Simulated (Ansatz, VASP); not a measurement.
**One calculation of ZnS, two programs**

Contents of POSCAR:

```
ZnS
1.0
    3.9207141637      0.0000000000      0.0000000000
   -1.9603570819      3.3954380668      0.0000000000
    0.0000000000      0.0000000000      6.4321469233
Zn S
2 2
Direct
    0.3333333333      0.6666666667      0.0002927155
    0.6666666667      0.3333333333      0.5002927155
    0.3333333333      0.6666666667      0.3747072845
    0.6666666667      0.3333333333      0.8747072845
```

Contents of INCAR.step1:

```
PREC = Accurate
ENCUT = 520
ISMEAR = 0
SIGMA = 0.02
LREAL = False
LASPH = True
NELM = 60
GGA = PE
ALGO = Normal
EDIFF = 1E-4
LWAVE = True
LCHARG = False
```

Contents of INCAR.step2:

```
PREC = Accurate
ENCUT = 520
EDIFF = 1E-6
ISMEAR = 0
SIGMA = 0.02
LREAL = False
LASPH = True
NELM = 60
ALGO = Normal
ISIF = 2
LWAVE = False
LCHARG = False
METAGGA = R2SCAN
LMIXTAU = True
IBRION = 2
NSW = 60
EDIFFG = -0.008
ISTART = 1
```

Contents of KPOINTS:

```
regular mesh
0
Gamma
  6 6 4
```

Input for Ansatz:

```yaml
crystal:
  lattice:
    - [3.9207141637, 0.0, 0.0]
    - [-1.9603570819, 3.3954380668, 0.0]
    - [0.0, 0.0, 6.4321469233]
  atoms:
    - { symbol: Zn, position: [0.3333333333, 0.6666666667, 0.0002927155] }
    - { symbol: Zn, position: [0.6666666667, 0.3333333333, 0.5002927155] }
    - { symbol: S, position: [0.3333333333, 0.6666666667, 0.3747072845] }
    - { symbol: S, position: [0.6666666667, 0.3333333333, 0.8747072845] }
basis:
  ecutwfc: 500
kpoints:
  mp_grid: { grid: [6, 6, 4] }
hamiltonian:
  xc: r2scan
scf:
  occupations: { method: gaussian, width: 0.02 }
output:
  forces: true
  stress: true
  eigenvalues: true
relax:
  adjacent_minimum: "off"
  f_tol: 0.008
  max_steps: 40
```

Change from the starting cell: equal strain along all axes, cell held, atoms relaxed: +3.0 %.

Alike in both runs: task relaxation of the atoms; functional r2SCAN; k mesh 6 × 6 × 4; occupations gaussian, width 0.02 eV; no spin polarisation.

|  | VASP | Ansatz |
| --- | --- | --- |
| version | VASP 6.6.1 | Ansatz 0.2.0 |
| potentials or method | VASP PAW PBE potentials, release 64 (Zn, S), cutoff 520 eV | scalar-relativistic, plane waves, PAW |
| valence electrons in the cell | 36 | 36 |

|  | VASP | Ansatz | Ansatz less VASP |
| --- | --- | --- | --- |
| gap on the k mesh at the Fermi level, each at its own relaxed structure (eV) | 2.37 | 2.37 | -0.002 |

VASP's potentials were made for PBE, not for r2SCAN. Ansatz's warnings: stress scf threshold loose.
